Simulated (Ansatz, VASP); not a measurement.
**TaN in VASP and in Ansatz**

The input INCAR:

```
SYSTEM = TaN
ALGO = Normal
EDIFF = 1E-6
ENCUT = 520
GGA = PS
ISIF = 2
ISMEAR = -1
LASPH = .TRUE.
LCHARG = .FALSE.
LREAL = .FALSE.
LWAVE = .FALSE.
NBANDS = 24
NELM = 100
PREC = Accurate
SIGMA = 0.01
```

KPOINTS

```
k-points
0
G
  9 9 5
  0 0 0
```

The input POSCAR:

```
TaN
1.0
    3.0500010905      0.0000000000      0.0000000000
   -1.5250005453      2.6413784260      0.0000000000
    0.0000000000      0.0000000000      4.9894000000
Ta N
2 2
Direct
    0.3333333333      0.6666666667      0.0000000000
    0.6666666667      0.3333333333      0.5000000000
    0.3333333333      0.6666666667      0.3850000000
    0.6666666667      0.3333333333      0.8850000000
```

Input for Ansatz:

```yaml
crystal:
  lattice:
    - [3.0500010905, 0.0, 0.0]
    - [-1.5250005453, 2.641378426, 0.0]
    - [0.0, 0.0, 4.9894]
  atoms:
    - { symbol: Ta, position: [0.3333333333, 0.6666666667, 0.0] }
    - { symbol: Ta, position: [0.6666666667, 0.3333333333, 0.5] }
    - { symbol: "N", position: [0.3333333333, 0.6666666667, 0.385] }
    - { symbol: "N", position: [0.6666666667, 0.3333333333, 0.885] }
kpoints:
  mp_grid: { grid: [9, 9, 5] }
  band_path:
    path:
      - [0.0, 0.0, 0.0]
      - [0.5, 0.0, 0.0]
      - [0.3333333333, 0.3333333333, 0.0]
      - [0.0, 0.0, 0.0]
      - [0.0, 0.0, 0.5]
      - [0.5, 0.0, 0.5]
      - [0.3333333333, 0.3333333333, 0.5]
      - [0.0, 0.0, 0.5]
      - [0.5, 0.0, 0.5]
    npoints: 5
scf:
  occupations: { method: fermi_dirac, width: 0.01 }
hamiltonian:
  xc: pbesol
  pseudopotentials: { kind: all_electron, lapw: { basis_error: 0.001 } }
output:
  forces: true
  stress: true
  eigenvalues: true
```

Change from the starting cell: zz strain of +1 %.

Alike in both runs: task single point; functional PBEsol; k mesh 9 × 9 × 5; occupations fermi-dirac, width 0.01 eV; no spin polarisation.

|  | VASP | Ansatz |
| --- | --- | --- |
| version | VASP 6.6.1 | Ansatz 0.2.0 |
| potentials or method | VASP PAW PBE potentials, release 64 (Ta_pv, N), cutoff 520 eV | all-electron LAPW, scalar-relativistic |

```csv
,VASP,Ansatz,Ansatz less VASP
pressure (GPa),123.0,117.5,-5.51
"traceless stress, the component that is largest in VASP (GPa)",-19.70,-18.87,+0.825
rms of the force components (eV/Å),1.619,1.578,-0.0410
```

VASP's potentials were made for PBE, not for PBEsol. Atom by atom the forces differ by 0.041 eV/Å (rms over components). Both programs put the cell under a high pressure, so it lies far from rest at this level. Ansatz ran all-electron here, and VASP with PAW potentials.

Neither program's run includes spin-orbit coupling. Noted on VASP's run: the cell as given lies far from equilibrium.
